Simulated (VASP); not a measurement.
# Mo (Im-3m) in VASP: notebook, part 2 of 2

VASP 6.6.1. The steps go on from the part before.

## 3. Relaxation of cell and atoms, LDA

This run uses another cell than the first one, of 15.63 Å³/atom.

File INCAR:

```
PREC = Accurate
ENCUT = 600
EDIFF = 1E-6
ISMEAR = 1
SIGMA = 0.1
LREAL = F
LASPH = T
NELM = 60
ALGO = Normal
ISIF = 3
LWAVE = F
LCHARG = F
GGA = CA
IBRION = 2
NSW = 60
EDIFFG = -0.005
```

File KPOINTS:

```
regular mesh
0
Gamma
  24 24 24
```

File POSCAR:

```
Mo
1.0
   -1.5750000000      1.5750000000      1.5750000000
    1.5750000000     -1.5750000000      1.5750000000
    1.5750000000      1.5750000000     -1.5750000000
Mo
1
Direct
    0.0000000000      0.0000000000      0.0000000000
```

Potentials or basis: VASP PAW LDA potentials, release 64 (Mo_sv).

On the command line:

```sh
cat potpaw_LDA.64/Mo_sv/POTCAR > POTCAR
mpirun -np 1 vasp_std > vasp.out
```

OUTCAR:

```text
PREC = Accurate
   ENCUT = 600
   EDIFF = 1E-6
   ISMEAR = 1
   LREAL = F
   LASPH = T
   NELM = 60
   ISIF = 3
   GGA = CA
   IBRION = 2
   NSW = 60
   EDIFFG = -0.005

 ion  position               nearest neighbor table
   1  0.000  0.000  0.000-

  LATTYP: Found a body centered cubic cell.
 ALAT       =     3.1500000000

  Lattice vectors:

 A1 = (  -1.5750000000,   1.5750000000,   1.5750000000)
 A2 = (   1.5750000000,  -1.5750000000,   1.5750000000)
 A3 = (   1.5750000000,   1.5750000000,  -1.5750000000)

Analysis of symmetry for initial positions (statically):
=====================================================================
 Subroutine PRICEL returns:
 Original cell was already a primitive cell.

 Routine SETGRP: Setting up the symmetry group for a
 body centered cubic supercell.

 Subroutine GETGRP returns: Found 48 space group operations
 (whereof 48 operations were pure point group operations)
 out of a pool of 48 trial point group operations.

The static configuration has the point symmetry O_h .

Analysis of symmetry for dynamics (positions and initial velocities):
=====================================================================
 Subroutine PRICEL returns:
 Original cell was already a primitive cell.

 Routine SETGRP: Setting up the symmetry group for a
 body centered cubic supercell.

 Subroutine GETGRP returns: Found 48 space group operations
 (whereof 48 operations were pure point group operations)
 out of a pool of 48 trial point group operations.

The dynamic configuration has the point symmetry O_h .

 Subroutine INISYM returns: Found 48 space group operations
 (whereof 48 operations are pure point group operations),
 and found     1 'primitive' translations

----------------------------------------------------------------------------------------

[... 131 lines left out ...]

 number of electron      14.0000002 magnetization

 Free energy of the ion-electron system (eV)
  ---------------------------------------------------
  ext. energy  EPLUGINS =         0.00000000
  ---------------------------------------------------
  free energy    TOTEN  =       -12.11585297 eV

  energy without entropy =      -12.11564654  energy(sigma->0) =      -12.11578416

------------------------ aborting loop because EDIFF is reached ----------------------------------------

  FORCE on cell =-STRESS in cart. coord.  units (eV):
  Direction    XX          YY          ZZ          XY          YZ          ZX
  --------------------------------------------------------------------------------------
  -------------------------------------------------------------------------------------
  Total       -0.8788869     -0.8788869     -0.8788869     -0.0000000      0.0000000      0.0000000
  in kB      -90.1035538    -90.1035538    -90.1035538     -0.0000000      0.0000000      0.0000000
  external PRESSURE =     -90.1035538 kB  Pullay stress =       0.0000000 kB
[... 197 lines left out ...]
--------------------------------------- Ionic step        7  -------------------------------------------

 number of electron      13.9999999 magnetization

 Free energy of the ion-electron system (eV)
  ---------------------------------------------------
  ext. energy  EPLUGINS =         0.00000000
  ---------------------------------------------------
  free energy    TOTEN  =       -12.13057248 eV

  energy without entropy =      -12.13063717  energy(sigma->0) =      -12.13059404

 E-fermi :  13.0772     XC(G=0): -13.7909

 val. band max:       13.0725909551   @ k =   0.1250   0.0833   0.0000
 cond. band min:      13.0872957490   @ k =   0.0833   0.0833   0.0417
 fundamental gap:      0.0147047939
 Fermi energy:        13.0772049640

 k-point     1 :       0.0000    0.0000    0.0000
  band No.  band energies     occupation
      1     -47.9300      2.00000
      2     -21.2885      2.00000
      3     -21.2885      2.00000
      4     -21.2885      2.00000
      5       5.6812      2.00000
      6      11.5721      2.00000
      7      11.5721      2.00000
      8      11.5721      2.00000
      9      14.7008     -0.00000
     10      14.7008     -0.00000
     11      27.8864      0.00000
[... 309 lines left out ...]
 k-point    24 :       0.4583    0.0417    0.0000
  band No.  band energies     occupation
      1     -47.6194      2.00000
      2     -22.8527      2.00000
      3     -21.7944      2.00000
      4     -21.3149      2.00000
      5       7.5367      2.00000
      6       9.4633      2.00000
      7      14.3508     -0.00000
      8      14.7599     -0.00000
      9      15.6582      0.00000
     10      18.1355      0.00000
     11      25.1033      0.00000

 [... further k-points ...]

------------------------ aborting loop because EDIFF is reached ----------------------------------------

  FORCE on cell =-STRESS in cart. coord.  units (eV):
  Direction    XX          YY          ZZ          XY          YZ          ZX
  --------------------------------------------------------------------------------------
  -------------------------------------------------------------------------------------
  Total        0.0018023      0.0018023      0.0018023      0.0000000      0.0000000      0.0000000
  in kB        0.1910007      0.1910007      0.1910007      0.0000000      0.0000000      0.0000000
  external PRESSURE =       0.1910007 kB  Pullay stress =       0.0000000 kB
[... 16 lines left out ...]
  FREE ENERGIE OF THE ION-ELECTRON SYSTEM (eV)
  ---------------------------------------------------
  free  energy   TOTEN  =       -12.1305724768 eV

  energy  without entropy=      -12.1306371744  energy(sigma->0) =      -12.13059404

 reached required accuracy - stopping structural energy minimisation
```

OSZICAR:

```text
N       E                     dE             d eps       ncg     rms          rms(c)
DAV:   1     0.107113758938E+03    0.10711E+03   -0.87745E+03  9137   0.145E+03
DAV:   2    -0.112816749184E+02   -0.11840E+03   -0.11451E+03  9622   0.377E+02
[... 49 lines left out ...]
   6 F= -.12130564E+02 E0= -.12130584E+02  d E =0.517237E-05
       N       E                     dE             d eps       ncg     rms          rms(c)
DAV:   1    -0.121307010633E+02   -0.13679E-03   -0.32438E-03  9518   0.838E-01    0.140E-01
DAV:   2    -0.121305791106E+02    0.12195E-03   -0.26472E-04  9479   0.218E-01    0.207E-02
DAV:   3    -0.121305712071E+02    0.79035E-05   -0.36609E-05  9844   0.786E-02    0.218E-02
DAV:   4    -0.121305724790E+02   -0.12719E-05   -0.70974E-07  6802   0.982E-03    0.802E-04
DAV:   5    -0.121305724768E+02    0.22048E-08   -0.81625E-08  4573   0.395E-03
   7 F= -.12130572E+02 E0= -.12130594E+02  d E =-.304432E-05
```

CONTCAR:

```text
Mo
   1.00000000000000
    -1.5576919715591173    1.5576919715591173    1.5576919715591173
     1.5576919715591173   -1.5576919715591173    1.5576919715591173
     1.5576919715591173    1.5576919715591173   -1.5576919715591173
  Mo
     1
Direct
     0.0000000000000000    0.0000000000000000    0.0000000000000000

  0.00000000E+00  0.00000000E+00  0.00000000E+00
```

Run time: 3.9 min. Hardware: 1 thread of Intel Xeon Platinum 8259CL at 2.50GHz (Skylake/Cascade Lake), shared host; peak memory 0.22 GiB.

What came out:

| Property | Result |
| --- | --- |
| Free energy | -12.1306 eV |
| Relaxed volume | 15.12 Å³/atom |
| Relaxed cell | a = 2.698 Å, b = 2.698 Å, c = 2.698 Å, α = 109.47°, β = 109.47°, γ = 109.47° |
| Space group after relaxing (to 0.1 Å) | Im-3m (No. 229) |
| Energy gained by relaxing | 14.7 meV/atom |
| Ionic steps | 7 |
| Pressure after relaxing | 0.0 GPa |
| Band gap on the k mesh | zero (bands 7 and 8 overlap by 5.64 eV) |

The path:
```
step  energy change (eV)  largest force (eV/Å)  pressure (GPa)  volume (Å³)
   1              0.0000                0.0000           -9.01        15.63
   2              0.1250                0.0000           34.86        13.72
   3             -0.0147                0.0000           -0.40        15.14
   4             -0.0147                0.0000           -0.06        15.12
   5             -0.0147                0.0000            0.11        15.11
   6             -0.0147                0.0000           -0.22        15.13
   7             -0.0147                0.0000            0.02        15.12
```

Final structure:
```cif
data_structure
_symmetry_space_group_name_H-M 'P 1'
_symmetry_Int_Tables_number 1
_cell_length_a 2.6980
_cell_length_b 2.6980
_cell_length_c 2.6980
_cell_angle_alpha 109.471
_cell_angle_beta 109.471
_cell_angle_gamma 109.471
_cell_volume 15.12
loop_
_atom_site_label
_atom_site_type_symbol
_atom_site_fract_x
_atom_site_fract_y
_atom_site_fract_z
_atom_site_occupancy
Mo1 Mo 0.00000 0.00000 0.00000 1
```

Levels at points of the mesh, in eV from the Fermi level:
```tsv
k point	band 4	band 5	band 6	band 7	band 8	band 9	band 10	band 11
(0.00, 0.00, 0.00)	-34.37	-7.40	-1.51	-1.51	-1.51	1.62	1.62	14.81
(0.50, 0.00, 0.00)	-34.38	-5.60	-3.64	1.68	1.75	2.33	4.96	11.97
(0.50, 0.50, 0.50)	-35.45	-5.79	-5.79	4.14	4.14	4.14	9.25	9.25
```
